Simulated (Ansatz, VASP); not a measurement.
# TaSi2 in VASP and in Ansatz

```xyz
9
Lattice="4.6862 0.0000 0.0000 -2.3431 4.0584 0.0000 0.0000 0.0000 6.4359" Properties=species:S:1:pos:R:3 pbc="T T T"
Ta   -1.1716    2.0292    2.1453
Ta    1.1716    2.0292    4.2906
Ta    2.3431    0.0000    0.0000
Si    1.1175    0.6452    2.1453
Si   -1.2257    3.4132    4.2906
Si    2.3431    2.7681    0.0000
Si    1.2257    3.4132    2.1453
Si    3.5688    0.6452    4.2906
Si    0.0000    1.2903    0.0000
```

Alike in both runs: task single point; functional PBEsol; k mesh 7 × 7 × 4; occupations fermi-dirac, width 0.05 eV; no spin polarisation.

|  | VASP | Ansatz |
| --- | --- | --- |
| version | VASP 6.6.1 | Ansatz 0.2.0 |
| potentials or method | VASP PAW PBE potentials, release 64 (Ta_pv, Si) | Ansatz PAW |
| plane-wave cutoff (eV) | 520 | 420 |
| valence electrons in the cell | 57 | 63 |

Ansatz gave:

- gap on the k mesh at the Fermi level (eV): none
- pressure (GPa): 11.1
- traceless stress, the component that is largest in VASP (GPa): 2.60
- rms of the force components (eV/Å): 0.031

Problem. Estimate VASP's values.

Solution. gap on the k mesh at the Fermi level (eV): none; pressure (GPa): 11.5; traceless stress, the component that is largest in VASP (GPa): 2.68; rms of the force components (eV/Å): 0.030.

VASP's potentials were made for PBE, not for PBEsol. Atom by atom the forces differ by 0.001 eV/Å (rms over components). A gap of «none» marks a metal or a gap that the smearing closes. VASP's potentials hold 57 valence electrons a cell and Ansatz's 63, so a difference there can come from the potentials and not from the codes.

Neither program's run includes spin-orbit coupling.
